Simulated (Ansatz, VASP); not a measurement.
ZnS: VASP beside Ansatz

```xyz
4
Lattice="3.8455 0.0000 0.0000 -1.9227 3.3303 0.0000 0.0000 0.0000 6.3053" Properties=species:S:1:pos:R:3 pbc="T T T"
Zn   -0.4500    2.2202   -0.4171
Zn    1.9227    1.1101    3.1856
S     0.0000    2.2202    2.3946
S     1.9227    1.1101    5.5473
```

Alike in both runs: task single point; functional PBE; k mesh 12 × 12 × 4; occupations gaussian, width 0.05 eV; no spin polarisation.

```csv
,VASP,Ansatz
version,VASP 6.6.1,Ansatz 0.2.0
potentials or method,"VASP PAW PBE potentials, release 64 (Zn, S), cutoff 520 eV","scalar-relativistic, plane waves, PAW"
valence electrons in the cell,36,36
```

|  | VASP | Ansatz | Ansatz less VASP |
| --- | --- | --- | --- |
| gap on the k mesh at the Fermi level (eV) | 1.66 | 1.66 | -0.002 |
| least direct gap on the mesh (eV) | 1.66 | 1.66 | -0.002 |
| pressure (GPa) | 8.3 | 8.1 | -0.19 |
| traceless stress, the component that is largest in VASP (GPa) | 12.43 | 12.33 | -0.099 |
| rms of the force components (eV/Å) | 3.120 | 3.102 | -0.0177 |

Atom by atom the forces differ by 0.019 eV/Å (rms over components). With one functional, cell and mesh, what is left measures potentials, basis and numerics.
